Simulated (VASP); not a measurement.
Runs of VASP 6.6.1 on ZnIr2. The structure is that of space group Fd-3m (No. 227), or close to it. The cells are those of the table. 

| task | cell | k mesh | cutoff (eV) | gap on the mesh (eV) | pressure (GPa) |
| --- | --- | --- | --- | --- | --- |
| single point | a = 5.124 Å, angles 60.0°, 6 atoms | 10 × 10 × 10 | 520 | none | 1.4 |
| single point | a = 5.125 Å, angles 60.0°, 6 atoms | 4 × 4 × 4 | 520 | none | (a) |
| single point | a = 4.887 Å, angles 60.0°, 6 atoms | 4 × 4 × 4 | 520 | none | 48.6 |
| relaxation of cell and atoms | relaxed from a = 4.887 Å, angles 60.0°, 6 atoms | 4 × 4 × 4 | 600 | none | 0.0 |

Alike in all rows: level r2SCAN; potentials or basis VASP PAW PBE potentials, release 64 (Zn, Ir); no spin polarisation; smearing gaussian 0.1 eV.

Q: Estimate the missing entries.

A: (a) 1.6.

Caveats: some runs use coarse meshes; the PAW data sets were made with another functional, which shifts forces and pressure a little; spin-orbit coupling is left out, which moves the levels of the heavy elements.

A k mesh can miss the band edges, and the runs leave out spin-orbit coupling on Ir.

A gap of «none» marks levels without a gap at the run's occupations.
